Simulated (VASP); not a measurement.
Write the native input for VASP 6.6.1 that does the following.

| Quantity | Value |
| --- | --- |
| Task | single point |
| Functional | PBE |
| Potentials or basis | VASP PAW PBE potentials, release 64 (Al, Ga_d, As) |
| Cutoff | 520 eV |
| k mesh | 4 × 4 × 2 |
| Occupations | gaussian, width 0.1 eV |
| Spin | no spin polarisation |
| Dipole correction | no |
| Further INCAR settings | ALGO = Normal; EDIFF = 1e-06; NBANDS = 31 |

The structure of Al3GaAs4 lies in POSCAR:

```
Al3GaAs4
1.0
    3.8458615300      0.0000000000      0.0000000000
    0.0000000000      3.8458615300      0.0000000000
    0.0000000000      0.0000000000     10.8777390600
Al Ga As
3 1 4
Direct
    0.0000000000      0.0000000000      0.7500000000
    0.5000000000      0.5000000000      0.0000000000
    0.0000000000      0.0000000000      0.2500000000
    0.5000000000      0.5000000000      0.5000000000
    0.5000000000      0.0000000000      0.8750000000
    0.0000000000      0.5000000000      0.1250000000
    0.5000000000      0.0000000000      0.3750000000
    0.0000000000      0.5000000000      0.6250000000
```

These files were run (other wordings do the same):

INCAR

```
PREC = Accurate
ENCUT = 520
EDIFF = 1E-6
ISMEAR = 0
SIGMA = 0.1
LREAL = F
LASPH = T
NELM = 80
ALGO = Normal
ISIF = 2
LWAVE = F
LCHARG = F
GGA = PE
NBANDS = 31
```

KPOINTS

```
Automatic mesh
0
Gamma
  4 4 2
```

Potentials or basis: VASP PAW PBE potentials, release 64 (Al, Ga_d, As).

Launch:

```sh
$ cat potpaw_PBE.64/Al/POTCAR potpaw_PBE.64/Ga_d/POTCAR potpaw_PBE.64/As/POTCAR > POTCAR
$ mpirun -np 1 vasp_std > vasp.out
```

It gave:

The pressure is 15.1 GPa and the largest force is 0.121 eV/Å. The band gap on the k mesh is 1.17 eV (least direct gap 1.20 eV).

Caveat: the cell stands under pressure.

Wall time 52 s on 1 thread of Intel(R) Xeon(R) Platinum 8488C (Sapphire Rapids) (shared host), peak memory 0.27 GiB.
